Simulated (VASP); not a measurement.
# Sr3ReC2 (P6/mmm) in VASP: notebook

The runs below take Sr3ReC2 through single point, relaxation of cell and atoms, with PBE.

All numbers are computed with VASP 6.6.1; they aren't measurements. Logs are shortened: lines on timing, memory, paths and dates and some standing lists are left out, and cuts for length are marked.

### 1 The cell of the first run

Symmetry: P6/mmm, No. 191, hexagonal system. Conventional cell: a = 7.325 Å, b = 7.325 Å, c = 3.081 Å, α = 90.00°, β = 90.00°, γ = 120.00°. Within 3.5 Å of Sr (site symmetry mmm) lie 4 C at 2.62 Å and 2 Sr at 3.08 Å. Within 4.3 Å of Re (site symmetry 6/mmm) lie 2 Re at 3.08 Å and 12 Sr at 3.97 Å and 6 C at 4.23 Å. C (site symmetry -6m2) has 6 Sr at 2.62 Å and 2 C at 3.08 Å within 3.5 Å.

The cell was generated, and may not be a known phase.

### 2 Single point, PBE

The input, INCAR:

```
SYSTEM = Sr3ReC2
PREC = Accurate ; ENCUT = 520
EDIFF = 1E-7 ; ISMEAR = 0
SIGMA = 0.1 ; LREAL = .False.
LASPH = .True. ; NELM = 100
ALGO = Normal ; ISIF = 2
LWAVE = .False. ; LCHARG = .False.
GGA = PE ; NBANDS = 32
```

The input, KPOINTS:

```
Automatic mesh
0
Gamma
  6 6 12
  0 0 0
```

The input, POSCAR:

```
Sr3ReC2
1.0
    7.3252879694      0.0000000000      0.0000000000
   -3.6626439847      6.3438854716      0.0000000000
    0.0000000000      0.0000000000      3.0809249209
Sr Re C
3 1 2
Direct
    0.5000000000      0.0000000000      0.5000000000
    0.5000000000      0.5000000000      0.5000000000
    0.0000000000      0.5000000000      0.5000000000
    0.0000000000      0.0000000000      0.0000000000
    0.3333333333      0.6666666667      0.0000000000
    0.6666666667      0.3333333333      0.0000000000
```

Potentials or basis: VASP PAW PBE potentials, release 64 (Sr_sv, Re, C).

Run with:

```
$ cat potpaw_PBE.64/Sr_sv/POTCAR potpaw_PBE.64/Re/POTCAR potpaw_PBE.64/C/POTCAR > POTCAR
$ mpirun -np 1 vasp_std > vasp.out
```

OUTCAR:

```text
SYSTEM = Sr3ReC2
   PREC = Accurate
   ENCUT = 520
   EDIFF = 1E-7
   ISMEAR = 0
   LREAL = .False.
   LASPH = .True.
   NELM = 100
   ISIF = 2
   GGA = PE

 ion  position               nearest neighbor table
   1  0.500  0.000  0.500-   5 2.62   6 2.62   5 2.62   6 2.62   2 3.66   3 3.66   2 3.66   3 3.66
                             4 3.97   4 3.97   4 3.97   4 3.97   2 4.79   3 4.79   2 4.79   3 4.79
   2  0.500  0.500  0.500-   5 2.62   6 2.62   5 2.62   6 2.62   3 3.66   3 3.66   1 3.66   1 3.66
                             4 3.97   4 3.97   4 3.97   4 3.97   3 4.79   3 4.79   3 4.79   3 4.79
   3  0.000  0.500  0.500-   5 2.62   6 2.62   5 2.62   6 2.62   2 3.66   2 3.66   1 3.66   1 3.66
                             4 3.97   4 3.97   4 3.97   4 3.97   2 4.79   2 4.79   2 4.79   2 4.79
   4  0.000  0.000  0.000-   1 3.97   1 3.97   1 3.97   1 3.97   2 3.97   3 3.97   3 3.97   3 3.97
                             3 3.97   2 3.97   2 3.97   2 3.97
   5  0.333  0.667  0.000-   3 2.62   3 2.62   1 2.62   1 2.62   2 2.62   2 2.62
   6  0.667  0.333  0.000-   3 2.62   3 2.62   1 2.62   1 2.62   2 2.62   2 2.62

  LATTYP: Found a hexagonal cell.
 ALAT       =     7.3252879694
 C/A-ratio  =     0.4205875501

  Lattice vectors:

 A1 = (   7.3252879694,   0.0000000000,   0.0000000000)
 A2 = (  -3.6626439847,   6.3438854716,   0.0000000000)
 A3 = (   0.0000000000,   0.0000000000,   3.0809249209)

Analysis of symmetry for initial positions (statically):
=====================================================================
 Subroutine PRICEL returns:
 Original cell was already a primitive cell.

 Routine SETGRP: Setting up the symmetry group for a
 hexagonal supercell.

 Subroutine GETGRP returns: Found 24 space group operations
 (whereof 24 operations were pure point group operations)
 out of a pool of 24 trial point group operations.

The static configuration has the point symmetry D_6h.

Analysis of symmetry for dynamics (positions and initial velocities):
=====================================================================
 Subroutine PRICEL returns:
 Original cell was already a primitive cell.

 Routine SETGRP: Setting up the symmetry group for a
 hexagonal supercell.

 Subroutine GETGRP returns: Found 24 space group operations
 (whereof 24 operations were pure point group operations)
 out of a pool of 24 trial point group operations.

The dynamic configuration has the point symmetry D_6h.

 Subroutine INISYM returns: Found 24 space group operations
 (whereof 24 operations are pure point group operations),
 and found     1 'primitive' translations

[... 109 lines left out ...]
   ISYM   =      2    0-nonsym 1-usesym 2-fastsym
   POTIM  = 0.5000    time-step for ionic-motion
   TEBEG  =    0.0;   TEEND  =   0.0 temperature during run
   PSTRESS=    0.0 pullay stress
   NELECT =      45.0000    total number of electrons
   NUPDOWN=      -1.0000    fix difference up-down
   EMIN   =  10.00;   EMAX   =-10.00  energy-range for DOS
   EFERMI =   0.00;   METHOD = LEGACY
   ISMEAR =     0;   SIGMA  =   0.10  broadening in eV -4-tet -1-fermi 0-gaus
   EFERMI_NEDOS =   21; number of points for ismear=-14 and -15
   IALGO  =     38    algorithm
   IMIX   =      4    mixing-type and parameters
     AMIX     =   0.40;   BMIX     =  1.00
     AMIX_MAG =   1.60;   BMIX_MAG =  1.00
  volume/ion in A,a.u.               =      23.86       161.03
  Fermi-wavevector in a.u.,A,eV,Ry     =   1.113077  2.103411 16.856814  1.238941
  Thomas-Fermi vector in A             =   2.249658
   LORBIT       =      0    0 simple, 1 ext, 2 COOP (PROOUT), +10 PAW based schemes
   GGA     = PE    functional components
   LHFCALC =     F    Hartree Fock is set to
   AEXX    =    0.0000 exact exchange contribution
   IVDW    =     0    specifies the selected vdW correction
   LEPSILON=     F    determine dielectric tensor
   LRPA    =     F    only Hartree local field effects (RPA)
 non-spin polarized calculation
 Gauss-broadening in eV      SIGMA  =   0.10
  energy-cutoff  :      520.00
  volume of cell :      143.17
 maximum number of plane-waves:      3888
   NGX = 27   NGY = 27   NGZ = 11

 number of electron      45.0000001 magnetization

 Free energy of the ion-electron system (eV)
  ---------------------------------------------------
  ext. energy  EPLUGINS =         0.00000000
  ---------------------------------------------------
  free energy    TOTEN  =       -25.71434272 eV

  energy without entropy =      -25.66473144  energy(sigma->0) =      -25.68953708

 E-fermi :   2.3707     XC(G=0):  -9.5017

 val. band max:        2.3541625557   @ k =   0.3333   0.3333   0.1667
 cond. band min:       2.3808942163   @ k =   0.3333   0.1667   0.1667
 fundamental gap:      0.0267316606
 Fermi energy:         2.3706621833

 k-point     1 :       0.0000    0.0000    0.0000
  band No.  band energies     occupation
      1     -32.0028      2.00000
      2     -31.9405      2.00000
      3     -31.9405      2.00000
      4     -14.7768      2.00000
      5     -14.2454      2.00000
      6     -14.2454      2.00000
[... 829 lines left out ...]
     31       7.3080      0.00000
     32       7.5742      0.00000

 [... further k-points ...]

------------------------ aborting loop because EDIFF is reached ----------------------------------------

  FORCE on cell =-STRESS in cart. coord.  units (eV):
  Direction    XX          YY          ZZ          XY          YZ          ZX
  --------------------------------------------------------------------------------------
  -------------------------------------------------------------------------------------
  Total        0.2601832      0.2601832      0.4570393     -0.0000000      0.0000000     -0.0000000
  in kB        2.9115801      2.9115801      5.1144973     -0.0000000      0.0000000     -0.0000000
  external PRESSURE =       3.6458859 kB  Pullay stress =       0.0000000 kB

 VOLUME and BASIS-vectors are now :
 -----------------------------------------------------------------------------
  energy-cutoff  :      520.00
  volume of cell :      143.17
      direct lattice vectors                 reciprocal lattice vectors
     7.325287969  0.000000000  0.000000000     0.136513405  0.078816051  0.000000000
    -3.662643985  6.343885472  0.000000000     0.000000000  0.157632102  0.000000000
     0.000000000  0.000000000  3.080924921     0.000000000  0.000000000  0.324577854

 POSITION                                       TOTAL-FORCE (eV/Angst)
 -----------------------------------------------------------------------------------
      3.66264      0.00000      1.54046         0.000000      0.000000      0.000000
      1.83132      3.17194      1.54046        -0.000000      0.000000      0.000000
     -1.83132      3.17194      1.54046         0.000000      0.000000      0.000000
      0.00000      0.00000      0.00000        -0.000000      0.000000      0.000000
     -0.00000      4.22926      0.00000         0.000000      0.000000      0.000000
      3.66264      2.11463      0.00000        -0.000000     -0.000000      0.000000
 -----------------------------------------------------------------------------------
    total drift:                                0.000000      0.000000      0.000000

  FREE ENERGIE OF THE ION-ELECTRON SYSTEM (eV)
  ---------------------------------------------------
  free  energy   TOTEN  =       -25.7143427227 eV

  energy  without entropy=      -25.6647314369  energy(sigma->0) =      -25.68953708
```

stdout:

```text
POSCAR found type information on POSCAR SrReC
 POSCAR found :  3 types and       6 ions
 scaLAPACK will be used
 LDA part: xc-table for (Slater+PW92), standard interpolation
 POSCAR, INCAR and KPOINTS ok, starting setup
 FFT: planning ... GRIDC
 FFT: planning ... GRID_SOFT
 FFT: planning ... GRID
 WAVECAR not read
 entering main loop
```

Wall time 3.6 min (1 thread of Intel Xeon 6975P-C (Granite Rapids), shared host); peak memory 0.37 GiB.

Results:

```
Free energy            : -25.7143 eV
Pressure               : 0.4 GPa
Band gap on the k mesh : zero (an odd number of electrons rules out a gap without spin polarisation)
```

Caveat: spin-orbit coupling is left out, which moves the levels of the heavy elements.

### 3 Relaxation of cell and atoms, PBE

The input, INCAR:

```
SYSTEM = Sr3ReC2
PREC = Accurate ; ENCUT = 600
EDIFF = 1E-7 ; ISMEAR = 0
SIGMA = 0.1 ; LREAL = .False.
LASPH = .True. ; NELM = 100
ALGO = Normal ; ISIF = 3
LWAVE = .False. ; LCHARG = .False.
GGA = PE ; IBRION = 2
NSW = 100 ; EDIFFG = -0.01
```

The input, KPOINTS:

```
regular mesh
0
Gamma
  6 6 12
  0 0 0
```

POSCAR, as its differences from that of step 2:

```diff
@@ -2,5 +2,5 @@
 1.0
-    7.3252879694      0.0000000000      0.0000000000
-   -3.6626439847      6.3438854716      0.0000000000
-    0.0000000000      0.0000000000      3.0809249209
+    7.3110262118      0.0000000000      0.0000000000
+   -3.6555131059      6.3315344271      0.0000000000
+    0.0000000000      0.0000000000      3.0975795533
 Sr Re C
```

Potentials or basis: VASP PAW PBE potentials, release 64 (Sr_sv, Re, C).

Run with:

```
$ cat potpaw_PBE.64/Sr_sv/POTCAR potpaw_PBE.64/Re/POTCAR potpaw_PBE.64/C/POTCAR > POTCAR
$ mpirun -np 1 vasp_std > vasp.out
```

Wall time 8.9 min (1 thread of Intel Xeon 6975P-C (Granite Rapids), shared host); peak memory 0.48 GiB.

The run converged. Its results:

| Property | Result |
| --- | --- |
| Free energy | -25.7165 eV |
| Relaxed volume | 24.04 Å³/atom |
| Relaxed cell | a = 7.330 Å, b = 7.330 Å, c = 3.100 Å, α = 90.00°, β = 90.00°, γ = 120.00° |
| Space group after relaxing (to 0.1 Å) | P6/mmm (No. 191) |
| Energy gained by relaxing | 0.1 meV/atom |
| Ionic steps | 4 |
| Pressure after relaxing | 0.0 GPa |
| Band gap on the k mesh | zero (an odd number of electrons rules out a gap without spin polarisation) |

Step by step:
```csv
step,energy change (eV),largest force (eV/Å),pressure (GPa),volume (Å³)
1,0.0000,0.0000,0.29,143.39
2,-0.0008,0.0000,-0.02,144.28
3,-0.0008,0.0000,-0.01,144.24
4,-0.0009,0.0000,-0.01,144.23
```

Final structure:
```
Sr Re C
1.0
     7.32997    0.00000    0.00000
    -3.66498    6.34794    0.00000
     0.00000    0.00000    3.09972
Sr Re C
3 1 2
Direct
  0.50000 0.00000 0.50000
  0.50000 0.50000 0.50000
  0.00000 0.50000 0.50000
  0.00000 0.00000 0.00000
  0.33333 0.66667 0.00000
  0.66667 0.33333 0.00000
```

Levels at points of the mesh, in eV from the Fermi level:
```
           k point  band 18  band 19  band 20  band 21  band 22  band 23  band 24  band 25  band 26  band 27
(0.00, 0.00, 0.00)    -1.37    -0.32    -0.32    -0.18    -0.18     0.60     1.08     1.08     1.86     2.08
(0.50, 0.00, 0.00)    -1.13    -0.88    -0.61    -0.32     0.29     0.38     0.96     1.08     1.09     1.34
(0.00, 0.00, 0.50)    -1.19    -1.19    -0.43    -0.43    -0.16    -0.16     0.76     0.76     0.92     2.14
(0.50, 0.00, 0.50)    -1.38    -1.34    -1.26    -0.71    -0.26     0.03     0.05     0.46     1.50     3.17
```

Caveat: spin-orbit coupling is left out, which moves the levels of the heavy elements.

The gap in the log of VASP goes by the Fermi energy; the results here count the filled bands.